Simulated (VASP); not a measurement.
# Ga7As (Pm) in VASP: single point with PBE

Aim: the single point of Ga7As with PBE.

Everything below comes from runs of VASP 6.6.1. Logs are shortened: lines on timing, memory, paths and dates and some standing lists are left out, and cuts for length are marked.

## 1. The cell of the first run

The structure is monoclinic, space group Pm (No. 6). Conventional cell: a = 4.429 Å, b = 5.049 Å, c = 7.440 Å, α = 90.00°, β = 90.41°, γ = 90.00°. Ga (site symmetry m) has 6 Ga at 2.54 to 3.01 Å and 1 As at 2.55 Å within 3.4 Å. Ga (site symmetry m) has 5 Ga at 2.51 to 3.11 Å and 2 As at 2.60 to 2.64 Å within 3.3 Å. Ga (site symmetry m) has 7 Ga at 2.51 to 2.98 Å within 3.3 Å. Ga (site symmetry m) has 7 Ga at 2.57 to 3.01 Å within 3.4 Å. Ga (site symmetry m) has 5 Ga at 2.57 to 2.77 Å and 2 As at 3.09 Å within 3.4 Å. Within 3.4 Å of Ga (site symmetry m) lie 7 Ga at 2.57 to 2.98 Å. Ga (site symmetry m) has 5 Ga at 2.57 to 3.11 Å and 2 As at 2.79 Å within 3.4 Å. As (site symmetry m) has 7 Ga at 2.55 to 3.09 Å within 3.4 Å.

## 2. Single point, PBE

File INCAR:

```
PREC     = Accurate       # precision mode
ENCUT    = 500            # plane-wave cutoff, eV
EDIFF    = 1E-6           # SCF threshold, eV
ISMEAR   = 0              # smearing method
SIGMA    = 0.2            # smearing width, eV
LREAL    = F              # projectors in reciprocal space
LASPH    = T              # aspherical terms in the spheres
NELM     = 120            # most SCF steps
ALGO     = Normal         # electronic algorithm
ISIF     = 2              # what is computed and relaxed
LWAVE    = F              # write WAVECAR
LCHARG   = F              # write CHGCAR
GGA      = PE             # functional
NBANDS   = 58             # bands
GGA_COMPAT= F
```

File KPOINTS:

```
Automatic mesh
0
Gamma
  6 4 4
```

File POSCAR:

```
Ga7As
1.0
    4.4289360933      0.0000000000     -0.0000619121
    0.0000000000      5.0487167700      0.0000000000
   -0.0525780217      0.0000000000      7.4398397088
Ga As
7 1
Direct
    0.0870821623      0.0000000000      0.8347335119
    0.4004946582      1.0000000000      0.3467276205
    0.5849086442      0.0000000000      0.6671051172
    0.8704637151      0.5000000000      0.6554507130
    0.1441290736      0.5000000000      0.3516087633
    0.3748255190      0.5000000000      0.8377842915
    0.6343119613      0.5000000000      0.1473343299
    0.9037842665      0.0000000000      0.1592556525
```

Potentials or basis: VASP PAW PBE potentials, release 64 (Ga_d, As).

On the command line:

```
$ cat potpaw_PBE.64/Ga_d/POTCAR potpaw_PBE.64/As/POTCAR > POTCAR
$ mpirun -np 1 vasp_std > vasp.out
```

OUTCAR:

```text
PREC = Accurate
   ENCUT = 500
   EDIFF = 1E-6
   ISMEAR = 0
   LREAL = F
   LASPH = T
   NELM = 120
   ISIF = 2
   GGA = PE

 ion  position               nearest neighbor table
   1  0.087  0.000  0.835-   3 2.54   3 2.54   8 2.55   6 2.83   6 2.83
   2  0.400  0.000  0.347-   3 2.51   8 2.60   8 2.64   5 2.77   5 2.77
   3  0.585  0.000  0.667-   2 2.51   1 2.54   1 2.54   4 2.83   4 2.83
   4  0.870  0.500  0.655-   5 2.57   6 2.59   6 2.61   3 2.83   3 2.83
   5  0.144  0.500  0.352-   4 2.57   7 2.66   7 2.71   2 2.77   2 2.77
   6  0.375  0.500  0.838-   7 2.57   4 2.59   4 2.61   1 2.83   1 2.83
   7  0.634  0.500  0.147-   6 2.57   5 2.66   5 2.71   8 2.79   8 2.79
   8  0.904  0.000  0.159-   1 2.55   2 2.60   2 2.64   7 2.79   7 2.79

  LATTYP: Found a simple monoclinic cell.
 ALAT       =     4.4289360937
 B/A-ratio  =     1.1399389522
 C/A-ratio  =     1.6798674300
 COS(beta)  =    -0.0070808928

  Lattice vectors:

 A1 = (   4.4289360933,   0.0000000000,  -0.0000619121)
 A2 = (   0.0000000000,   5.0487167700,   0.0000000000)
 A3 = (  -0.0525780217,   0.0000000000,   7.4398397088)

Analysis of symmetry for initial positions (statically):
=====================================================================
 Subroutine PRICEL returns:
 Original cell was already a primitive cell.

 Routine SETGRP: Setting up the symmetry group for a
 simple monoclinic supercell.

 Subroutine GETGRP returns: Found  2 space group operations
 (whereof  2 operations were pure point group operations)
 out of a pool of  4 trial point group operations.

The static configuration has the point symmetry C_1h.

Analysis of symmetry for dynamics (positions and initial velocities):
=====================================================================
 Subroutine PRICEL returns:
 Original cell was already a primitive cell.

 Routine SETGRP: Setting up the symmetry group for a
 simple monoclinic supercell.

 Subroutine GETGRP returns: Found  2 space group operations
 (whereof  2 operations were pure point group operations)
 out of a pool of  4 trial point group operations.

The dynamic configuration has the point symmetry C_1h.

 Subroutine INISYM returns: Found  2 space group operations
 (whereof  2 operations are pure point group operations),
 and found     1 'primitive' translations

----------------------------------------------------------------------------------------

                                     Primitive cell

  volume of cell :     166.3581

  direct lattice vectors                    reciprocal lattice vectors
     4.428936093  0.000000000 -0.000061912     0.225787882  0.000000000  0.001595663
     0.000000000  5.048716770  0.000000000     0.000000000  0.198070133  0.000000000
    -0.052578022  0.000000000  7.439839709     0.000001879  0.000000000  0.134411511

  length of vectors
     4.428936094  5.048716770  7.440025493     0.225793520  0.198070133  0.134411511

  position of ions in fractional coordinates (direct lattice)
     0.087082162  0.000000000  0.834733512
     0.400494658  0.000000000  0.346727620
     0.584908644  0.000000000  0.667105117
     0.870463715  0.500000000  0.655450713
     0.144129074  0.500000000  0.351608763
     0.374825519  0.500000000  0.837784292
     0.634311961  0.500000000  0.147334330
     0.903784266  0.000000000  0.159255653

  ion indices of the primitive-cell ions
   primitive index   ion index
                 1           1
                 2           2
                 3           3
                 4           4
                 5           5
                 6           6
                 7           7
                 8           8

----------------------------------------------------------------------------------------

 KPOINTS: Automatic mesh

Automatic generation of k-mesh.
 Grid dimensions read from file:
 generate k-points for:    6    4    4

 Generating k-lattice:

  Cartesian coordinates                     Fractional coordinates (reciprocal lattice)
     0.037631314  0.000000000  0.000265944     0.166666667  0.000000000  0.000000000
     0.000000000  0.049517533  0.000000000     0.000000000  0.250000000  0.000000000
     0.000000470  0.000000000  0.033602878     0.000000000  0.000000000  0.250000000

  Length of vectors
     0.037632253  0.049517533  0.033602878

  Shift w.r.t. Gamma in fractional coordinates (k-lattice)
     0.000000000  0.000000000  0.000000000

 Subroutine IBZKPT returns following result:
 ===========================================

 Found     42 irreducible k-points:

 Following reciprocal coordinates:
            Coordinates               Weight
  0.000000  0.000000  0.000000      1.000000
  0.166667  0.000000  0.000000      2.000000
  0.333333  0.000000 -0.000000      2.000000
  0.500000  0.000000  0.000000      1.000000
  0.000000  0.250000  0.000000      2.000000
  0.166667  0.250000  0.000000      4.000000
[... 16 lines left out ...]
 -0.333333  0.250000  0.250000      4.000000
 -0.166667  0.250000  0.250000      4.000000
 [... further k-points ...]
   k-points           NKPTS =     42   k-points in BZ     NKDIM =     42   number of bands    NBANDS=     58
   number of dos      NEDOS =    301   number of ions     NIONS =      8
   total plane-waves  NPLWV =  69120
   dimension x,y,z NGX =    32 NGY =   40 NGZ =   54
   dimension x,y,z NGXF=    64 NGYF=   80 NGZF=  108
   ions per type =               7   1
   NGX,Y,Z   is equivalent  to a cutoff of  12.01, 13.17, 12.07 a.u.
   NGXF,Y,Z  is equivalent  to a cutoff of  24.02, 26.34, 24.13 a.u.
 SYSTEM =  unknown system
   PREC   = accura    normal or accurate (medium, high low for compatibility)
   ISTART =      0    job   : 0-new  1-cont  2-samecut
   ICHARG =      2    charge: 1-file 2-atom 10-const
   ISPIN  =      1    spin polarized calculation?
   LNONCOLLINEAR =      F non collinear calculations
   LSORBIT =      F    spin-orbit coupling
   LASPH  =      T    aspherical Exc in radial PAW
   ENCUT  =  500.0 eV  36.75 Ry    6.06 a.u.   8.07  9.20 13.56*2*pi/ulx,y,z
   NELM   =    120;   NELMIN=  2; NELMDL= -5     # of ELM steps
   EDIFF  = 0.1E-05   stopping-criterion for ELM
   LREAL  =      F    real-space projection
   EDIFFG = 0.1E-04   stopping-criterion for IOM
   NSW    =      0    number of steps for IOM
   IBRION =     -1    ionic relax: 0-MD 1-quasi-New 2-CG
   NFREE  =      0    steps in history (QN), initial steepest desc. (CG)
   ISIF   =      2    stress and relaxation
   ISYM   =      2    0-nonsym 1-usesym 2-fastsym
   POTIM  = 0.5000    time-step for ionic-motion
   TEBEG  =    0.0;   TEEND  =   0.0 temperature during run
   PSTRESS=    0.0 pullay stress
   NELECT =      96.0000    total number of electrons
   NUPDOWN=      -1.0000    fix difference up-down
   EMIN   =  10.00;   EMAX   =-10.00  energy-range for DOS
   EFERMI =   0.00;   METHOD = LEGACY
   ISMEAR =     0;   SIGMA  =   0.20  broadening in eV -4-tet -1-fermi 0-gaus
   EFERMI_NEDOS =   21; number of points for ismear=-14 and -15
   IALGO  =     38    algorithm
   IMIX   =      4    mixing-type and parameters
     AMIX     =   0.40;   BMIX     =  1.00
     AMIX_MAG =   1.60;   BMIX_MAG =  1.00
  volume/ion in A,a.u.               =      20.79       140.33
  Fermi-wavevector in a.u.,A,eV,Ry     =   1.362963  2.575626 25.275093  1.857667
  Thomas-Fermi vector in A             =   2.489407
   LORBIT       =      0    0 simple, 1 ext, 2 COOP (PROOUT), +10 PAW based schemes
   GGA     = PE    functional components
   LHFCALC =     F    Hartree Fock is set to
   AEXX    =    0.0000 exact exchange contribution
   IVDW    =     0    specifies the selected vdW correction
   LEPSILON=     F    determine dielectric tensor
   LRPA    =     F    only Hartree local field effects (RPA)
 non-spin polarized calculation
 Gauss-broadening in eV      SIGMA  =   0.20
  energy-cutoff  :      500.00
  volume of cell :      166.36
 maximum number of plane-waves:      4248
   NGX = 17   NGY = 19   NGZ = 27

 number of electron      96.0000045 magnetization

 Free energy of the ion-electron system (eV)
  ---------------------------------------------------
  ext. energy  EPLUGINS =         0.00000000
  ---------------------------------------------------
  free energy    TOTEN  =       -24.78784558 eV

  energy without entropy =      -24.72438330  energy(sigma->0) =      -24.75611444

 E-fermi :   4.6384     XC(G=0): -10.3325

 val. band max:        4.6333757116   @ k =  -0.1667   0.2500   0.2500
 cond. band min:       4.6389506897   @ k =   0.0000   0.2500   0.2500
 fundamental gap:      0.0055749781
 Fermi energy:         4.6384077284

 k-point     1 :       0.0000    0.0000    0.0000
  band No.  band energies     occupation
      1     -10.5453      2.00000
      2     -10.4979      2.00000
      3     -10.4756      2.00000
      4     -10.4637      2.00000
      5     -10.4162      2.00000
      6     -10.4113      2.00000
[... 50 lines left out ...]
     57       8.7167      0.00000
     58       9.4932      0.00000

 k-point     2 :       0.1667    0.0000    0.0000
  band No.  band energies     occupation
      1     -10.5596      2.00000
      2     -10.5085      2.00000
      3     -10.4764      2.00000
      4     -10.4596      2.00000
      5     -10.4231      2.00000
      6     -10.4175      2.00000
[... 50 lines left out ...]
     57       9.0272      0.00000
     58       9.7399      0.00000

 k-point     3 :       0.3333    0.0000   -0.0000
  band No.  band energies     occupation
      1     -10.5783      2.00000
      2     -10.5341      2.00000
      3     -10.4838      2.00000
      4     -10.4516      2.00000
      5     -10.4233      2.00000
      6     -10.4226      2.00000
[... 1216 lines left out ...]
      3     -10.4900      2.00000
      4     -10.4721      2.00000
      5     -10.4410      2.00000
      6     -10.4220      2.00000
[... 50 lines left out ...]
     57       9.5841      0.00000
     58      10.2338      0.00000

 k-point    24 :      -0.1667    0.2500    0.2500
  band No.  band energies     occupation
      1     -10.5585      2.00000
      2     -10.5117      2.00000
      3     -10.4843      2.00000
      4     -10.4710      2.00000
      5     -10.4313      2.00000
      6     -10.4174      2.00000
[... 50 lines left out ...]
     57       8.9641      0.00000
     58       9.2737      0.00000

 [... further k-points ...]

------------------------ aborting loop because EDIFF is reached ----------------------------------------

  FORCE on cell =-STRESS in cart. coord.  units (eV):
  Direction    XX          YY          ZZ          XY          YZ          ZX
  --------------------------------------------------------------------------------------
  -------------------------------------------------------------------------------------
  Total        0.4611010      0.5771024      0.1359343      0.0000000      0.0000000      0.0116372
  in kB        4.4408147      5.5580121      1.3091693      0.0000000      0.0000000      0.1120763
  external PRESSURE =       3.7693320 kB  Pullay stress =       0.0000000 kB

 VOLUME and BASIS-vectors are now :
 -----------------------------------------------------------------------------
  energy-cutoff  :      500.00
  volume of cell :      166.36
      direct lattice vectors                 reciprocal lattice vectors
     4.428936093  0.000000000 -0.000061912     0.225787882  0.000000000  0.001595663
     0.000000000  5.048716770  0.000000000     0.000000000  0.198070133  0.000000000
    -0.052578022  0.000000000  7.439839709     0.000001879  0.000000000  0.134411511

 POSITION                                       TOTAL-FORCE (eV/Angst)
 -----------------------------------------------------------------------------------
      0.34179      0.00000      6.21028        -0.087682      0.000000      0.159047
      1.75553      0.00000      2.57957        -0.018872      0.000000     -0.125071
      2.55545      0.00000      4.96312         0.042820      0.000000     -0.122354
      3.82077      2.52436      4.87639         0.062659      0.000000     -0.107776
      0.61985      2.52436      2.61590        -0.051299      0.000000     -0.131982
      1.61603      2.52436      6.23296        -0.013205      0.000000      0.169252
      2.80158      2.52436      1.09610         0.080618      0.000000      0.076443
      3.99443      0.00000      1.18478        -0.015038      0.000000      0.082440
 -----------------------------------------------------------------------------------
    total drift:                               -0.000642      0.000000     -0.000361

  FREE ENERGIE OF THE ION-ELECTRON SYSTEM (eV)
  ---------------------------------------------------
  free  energy   TOTEN  =       -24.7878455773 eV

  energy  without entropy=      -24.7243833036  energy(sigma->0) =      -24.75611444
```

Run time: 10 min. Hardware: 1 thread of Oxide Virtual Turin-like, shared host; peak memory 0.4 GiB.

Results:

```
Free energy            : -24.7878 eV
Pressure               : 0.4 GPa
Largest force          : 0.182 eV/Å
Band gap on the k mesh : zero (bands 48 and 49 overlap by 3.51 eV)
```

Forces in eV/Å, atoms in the order of the input:
```
Ga  -0.088  0.000  0.159
Ga  -0.019  0.000 -0.125
Ga   0.043  0.000 -0.122
Ga   0.063  0.000 -0.108
Ga  -0.051  0.000 -0.132
Ga  -0.013  0.000  0.169
Ga   0.081  0.000  0.076
As  -0.015  0.000  0.082
```
